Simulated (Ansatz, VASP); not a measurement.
WS2: VASP beside Ansatz

INCAR

```
SYSTEM = WS2
PREC     = Accurate       ! precision mode
ENCUT    = 500            ! plane-wave cutoff, eV
EDIFF    = 1E-7           ! SCF threshold, eV
ISMEAR   = 0              ! smearing method
SIGMA    = 0.02           ! smearing width, eV
LREAL    = .False.        ! projectors in reciprocal space
LASPH    = .True.         ! aspherical terms in the spheres
NELM     = 120            ! most SCF steps
ALGO     = Normal         ! electronic algorithm
ISIF     = 3              ! what is computed and relaxed
LWAVE    = .False.        ! write WAVECAR
LCHARG   = .False.        ! write CHGCAR
GGA      = CA             ! functional
IBRION   = 2              ! ionic algorithm
NSW      = 80             ! ionic steps
EDIFFG   = -0.01          ! ionic threshold
GGA_COMPAT= .False.      
NELMIN   = 4
```

Contents of KPOINTS:

```
regular mesh
0
Gamma
  12 12 1
  0 0 0
```

File POSCAR:

```
WS2
1.0
    3.1829541699      0.0000000000      0.0000000000
   -1.5914770850      2.7565191702      0.0000000000
    0.0000000000      0.0000000000     28.5322178600
W S
3 6
Direct
    0.6666666667      0.3333333333      0.6592864300
    0.3333333333      0.6666666667      0.8855337800
    0.3333333333      0.6666666667      0.4343616800
    0.6666666667      0.3333333333      0.9401857300
    0.6666666667      0.3333333333      0.4890304200
    0.3333333333      0.6666666667      0.7139522100
    0.6666666667      0.3333333333      0.8308482800
    0.6666666667      0.3333333333      0.3797102500
    0.3333333333      0.6666666667      0.6046252100
```

Input for Ansatz:

```yaml
crystal:
  lattice:
    - [3.1829541699, 0.0, 0.0]
    - [-1.591477085, 2.7565191702, 0.0]
    - [0.0, 0.0, 28.53221786]
  atoms:
    - { symbol: W, position: [0.6666666667, 0.3333333333, 0.65928643] }
    - { symbol: W, position: [0.3333333333, 0.6666666667, 0.88553378] }
    - { symbol: W, position: [0.3333333333, 0.6666666667, 0.43436168] }
    - { symbol: S, position: [0.6666666667, 0.3333333333, 0.94018573] }
    - { symbol: S, position: [0.6666666667, 0.3333333333, 0.48903042] }
    - { symbol: S, position: [0.3333333333, 0.6666666667, 0.71395221] }
    - { symbol: S, position: [0.6666666667, 0.3333333333, 0.83084828] }
    - { symbol: S, position: [0.6666666667, 0.3333333333, 0.37971025] }
    - { symbol: S, position: [0.3333333333, 0.6666666667, 0.60462521] }
basis:
  ecutwfc: 420
kpoints:
  mp_grid: { grid: [12, 12, 1] }
hamiltonian:
  xc: lda
scf:
  occupations: { method: gaussian, width: 0.02 }
output:
  forces: true
  stress: true
  eigenvalues: true
relax:
  adjacent_minimum: "off"
  f_tol: 0.01
  max_steps: 60
  cell: { stress_tol: 0.05 }
```

Alike in both runs: task relaxation of cell and atoms; functional LDA; k mesh 12 × 12 × 1; occupations gaussian, width 0.02 eV; no spin polarisation.

|  | VASP | Ansatz |
| --- | --- | --- |
| version | VASP 6.6.1 | Ansatz 0.2.0 |
| potentials or method | VASP PAW LDA potentials, release 64 (W_sv, S), cutoff 500 eV | scalar-relativistic, plane waves, PAW |
| valence electrons in the cell | 78 | 78 |

```csv
,VASP,Ansatz,Ansatz less VASP
"gap on the k mesh at the Fermi level, each at its own relaxed structure (eV)",1.10,1.10,-0.002
relaxed volume (Å³/atom),25.48,25.72,+0.243
relaxed length of the cell vector where the two differ most in proportion (Å),27.051,27.349,+0.2978
```

LDA's correlation is that of Perdew and Zunger in VASP and of Perdew and Wang (1992) in Ansatz.

Neither program's run includes spin-orbit coupling.
